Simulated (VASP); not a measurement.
Here is a VASP 6.6.1 calculation.

Contents of INCAR:

```
SYSTEM = TaN
ALGO     = Normal         ! electronic algorithm
EDIFF    = 1E-8           ! SCF threshold, eV
ENCUT    = 520            ! plane-wave cutoff, eV
GGA      = PS             ! functional
GGA_COMPAT= .False.      
ISIF     = 2              ! what is computed and relaxed
ISMEAR   = -1             ! smearing method
LASPH    = .True.         ! aspherical terms in the spheres
LCHARG   = .False.        ! write CHGCAR
LEFG     = .True.       
LREAL    = .False.        ! projectors in reciprocal space
LWAVE    = .False.        ! write WAVECAR
NBANDS   = 24             ! bands
NELM     = 120            ! most SCF steps
PREC     = Accurate       ! precision mode
SIGMA    = 0.01           ! smearing width, eV
```

File KPOINTS:

```
k-points
0
Gamma
  9 9 5
  0 0 0
```

The input POSCAR:

```
TaN
1.0
    3.0175219588      0.0000000000      0.0000000000
   -1.5087609794      2.6132506728      0.0000000000
    0.0000000000      0.0000000000      4.9180000000
Ta N
2 2
Direct
    0.0000000000      0.0000000000      0.0000000000
    0.0000000000      0.0000000000      0.5000000000
    0.3333333333      0.6666666667      0.2500000000
    0.6666666667      0.3333333333      0.7500000000
```

Potentials or basis: VASP PAW PBE potentials, release 64 (Ta_pv, N).

The run is started by

```sh
$ cat potpaw_PBE.64/Ta_pv/POTCAR potpaw_PBE.64/N/POTCAR > POTCAR
$ mpirun -np 1 vasp_std > vasp.out
```

Q: Estimate the band gap on the k mesh.

A: Zero (bands 16 and 17 overlap by 2.38 eV).

Q: Predict the pressure.

A: 59.8 GPa.

Electric field gradients, principal values (V/Å²):
```csv
atom,least,middle,greatest (by size)
1 Ta,92.584,92.584,-185.168
2 Ta,92.584,92.584,-185.168
3 N,-1.765,-1.767,3.533
4 N,-1.765,-1.767,3.533
```

Caveat: the cell differs from its parent crystal (equal xx and yy strain of -1 %); the cell stands under pressure; without QUAD_EFG the Cq values of the log hold for a quadrupole moment of 1 mb, not for the nuclei; the PAW data sets were made with another functional, which shifts forces and pressure a little; spin-orbit coupling is left out, which moves the levels of the heavy elements.
